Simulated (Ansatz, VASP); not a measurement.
## Li3SeF in VASP and in Ansatz

```xyz
5
Lattice="4.2797 0.0000 0.0000 0.0000 4.2797 0.0000 0.0000 0.0000 4.2800" Properties=species:S:1:pos:R:3 pbc="T T T"
Li    0.0000    2.1399    2.1985
Li    0.0000    0.0000    0.0601
Li    2.1399    0.0000    2.1985
Se    0.0000    0.0000    2.2025
F     2.1399    2.1399    0.0245
```

Change from the starting cell: species swapped into the CsInBr3 type (P4mm, No. 99).

Alike in both runs: task relaxation of cell and atoms; functional PBE; k mesh 4 × 4 × 4; occupations gaussian, width 0.1 eV; no spin polarisation.

|  | VASP | Ansatz |
| --- | --- | --- |
| version | VASP 6.6.1 | Ansatz 0.2.0 |
| potentials or method | VASP PAW PBE potentials, release 64 (Li_sv, Se, F), cutoff 600 eV | scalar-relativistic, plane waves, PAW |
| valence electrons in the cell | 22 | 32 |

|  | VASP | Ansatz | Ansatz less VASP |
| --- | --- | --- | --- |
| gap on the k mesh at the Fermi level, each at its own relaxed structure (eV) | 3.47 | 3.31 | -0.155 |
| relaxed volume (Å³/atom) | 20.94 | 20.06 | -0.881 |
| relaxed cell length with the largest relative difference (Å) | 4.713 | 4.525 | -0.1880 |

VASP's potentials hold 22 valence electrons a cell and Ansatz's 32, so a difference there can come from the potentials and not from the codes.

Noted on VASP's run: the cutoff is short for stress, so the pressure is rough; the volume moved by over 15 % at a fixed basis, so the end points are rough.
